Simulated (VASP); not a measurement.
A run of VASP 6.6.1 is set up as follows.

Contents of INCAR:

```
PREC = Accurate
ENCUT = 520
EDIFF = 1E-6
ISMEAR = 0
SIGMA = 0.15
LREAL = False
LASPH = True
NELM = 150
ALGO = Normal
ISIF = 2
LWAVE = False
LCHARG = False
ISPIN = 2
MAGMOM = 0.5
LORBIT = 11
NUPDOWN = 0.5
LMAXMIX = 4
GGA = PE
NBANDS = 16
```

Contents of KPOINTS:

```
Automatic mesh
0
Gamma
  22 22 22
```

File POSCAR:

```
Ti
1.0
   -1.5509532811      1.5509532811      1.5509532811
    1.5509532811     -1.5509532811      1.5509532811
    1.5509532811      1.5509532811     -1.5509532811
Ti
1
Direct
    0.0000000000      0.0000000000      0.0000000000
```

Potentials or basis: VASP PAW PBE potentials, release 64 (Ti_sv).

Run with:

```bash
$ cat potpaw_PBE.64/Ti_sv/POTCAR > POTCAR
$ mpirun -np 1 vasp_std > vasp.out
```

Estimate the pressure.

20.1 GPa.

Caveat: the cell stands under pressure; the total moment is fixed, so each spin has its own Fermi level and the state may be an excited one.
